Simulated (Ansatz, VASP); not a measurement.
**Sb3S2 in VASP and in Ansatz**

Contents of INCAR:

```
PREC = Accurate
ENCUT = 520
EDIFF = 1E-6
ISMEAR = 0
SIGMA = 0.1
LREAL = F
LASPH = T
NELM = 60
ALGO = Normal
ISIF = 2
LWAVE = F
LCHARG = F
GGA = PE
NBANDS = 22
```

The input KPOINTS:

```
Automatic mesh
0
Gamma
  4 4 4
```

POSCAR

```
Sb3S2
1.0
    5.2704404400      0.0000000000      0.0000000000
    0.0000000000      5.2704404400      0.0000000000
    0.0000000000      0.0000000000      5.2704404400
Sb S
3 2
Direct
    0.5000000000      0.0000000000      0.0000000000
    0.0000000000      0.5000000000      0.0000000000
    0.0000000000      0.0000000000      0.5000000000
    0.5000000000      0.5000000000      0.5000000000
    0.0000000000      0.0000000000      0.0000000000
```

Input for Ansatz:

```yaml
crystal:
  lattice:
    - [5.27044044, 0.0, 0.0]
    - [0.0, 5.27044044, 0.0]
    - [0.0, 0.0, 5.27044044]
  atoms:
    - { symbol: Sb, position: [0.5, 0.0, 0.0] }
    - { symbol: Sb, position: [0.0, 0.5, 0.0] }
    - { symbol: Sb, position: [0.0, 0.0, 0.5] }
    - { symbol: S, position: [0.5, 0.5, 0.5] }
    - { symbol: S, position: [0.0, 0.0, 0.0] }
basis:
  ecutwfc: 420
kpoints:
  mp_grid: { grid: [4, 4, 4] }
hamiltonian:
  xc: pbe
scf:
  occupations: { method: gaussian, width: 0.1 }
  lower_state_search: "off"
output:
  forces: true
  stress: true
  eigenvalues: true
```

Alike in both runs: task single point; functional PBE; k mesh 4 × 4 × 4; occupations gaussian, width 0.1 eV; no spin polarisation.

```csv
,VASP,Ansatz
version,VASP 6.6.1,Ansatz 0.2.0
potentials or method,"VASP PAW PBE potentials, release 64 (Sb, S), cutoff 520 eV","scalar-relativistic, plane waves, PAW"
valence electrons in the cell,27,57
```

```csv
,VASP,Ansatz,Ansatz less VASP
gap on the k mesh at the Fermi level (eV),none,none,-
pressure (GPa),-1.2,-1.1,+0.14
```

A gap of «none» marks a metal or a gap that the smearing closes. VASP's potentials hold 27 valence electrons a cell and Ansatz's 57, so a difference there can come from the potentials and not from the codes.

Neither program's run includes spin-orbit coupling.
